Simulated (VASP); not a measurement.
ZnS, 8 atoms in the cell. It takes space group P6_3mc (No. 186, hexagonal). The conventional cell has a = 3.731 Å, b = 3.731 Å, c = 12.401 Å, α = 90.00°, β = 90.00°, γ = 120.00°. Zn (site symmetry 3m) has 4 S at 2.29 to 2.32 Å within 3.0 Å. Within 3.0 Å of Zn (site symmetry 3m) lie 4 S at 2.29 to 2.33 Å. Within 3.0 Å of S (site symmetry 3m) lie 4 Zn at 2.29 to 2.32 Å. S (site symmetry 3m) has 4 Zn at 2.29 to 2.33 Å within 3.0 Å.  This cell differs from its parent crystal: strain -0.030 along x and y, -0.015 along z.

| Quantity | Value |
| --- | --- |
| Program | VASP 6.6.1 |
| Task | single point |
| Functional | PBE |
| Potentials or basis | VASP PAW PBE potentials, release 64 (Zn, S) |
| Cutoff | 520 eV |
| k mesh | 12 × 12 × 2 |
| Occupations | gaussian, width 0.05 eV |
| Spin | no spin polarisation |
| Dipole correction | no |
| Further INCAR settings | ALGO = Normal; EDIFF = 1e-07; NBANDS = 46 |

Potentials or basis: VASP PAW PBE potentials, release 64 (Zn, S).

Launch:

```console
$ cat potpaw_PBE.64/Zn/POTCAR potpaw_PBE.64/S/POTCAR > POTCAR
$ mpirun -np 1 vasp_std > vasp.out
```

Hardware: 1 thread of Intel(R) Xeon(R) Platinum 8488C (Sapphire Rapids) (shared host).

Problem. Estimate the wall time of this run.

Solution. Run time: 4 min on 1 thread of Intel(R) Xeon(R) Platinum 8488C (Sapphire Rapids), on a shared host, peak memory 0.37 GiB. Counts: scf iterations 16, k points 38.
